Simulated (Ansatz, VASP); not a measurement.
## Ba in VASP and in Ansatz

```
CELL_PARAMETERS angstrom
0.02829 3.23267 3.23267
3.26095 0.00000 3.26095
3.23267 3.23267 0.02829
ATOMIC_POSITIONS crystal
Ba 0.00000 0.00000 0.00000
```

Change from the starting cell: strain +0.0175 x Voigt [0, 0, 0, 0, 1, 0], atoms carried along.

Alike in both runs: task single point; functional LDA; k mesh 14 × 14 × 14; occupations gaussian, width 0.15 eV; no spin polarisation.

```csv
,VASP,Ansatz
version,VASP 6.6.1,Ansatz 0.2.0
potentials or method,"VASP PAW LDA potentials, release 64 (Ba_sv), cutoff 520 eV","scalar-relativistic, plane waves, PAW"
valence electrons in the cell,10,10
```

```csv
,VASP,Ansatz,Ansatz less VASP
gap on the k mesh at the Fermi level (eV),none,none,-
pressure (GPa),-1.6,-1.6,-0.02
"traceless stress, the component that is largest in VASP (GPa)",-0.14,-0.14,0.000
```

LDA's correlation is that of Perdew and Zunger in VASP and of Perdew and Wang (1992) in Ansatz. A gap of «none» marks a metal or a gap that the smearing closes.

Spin-orbit coupling is off throughout.
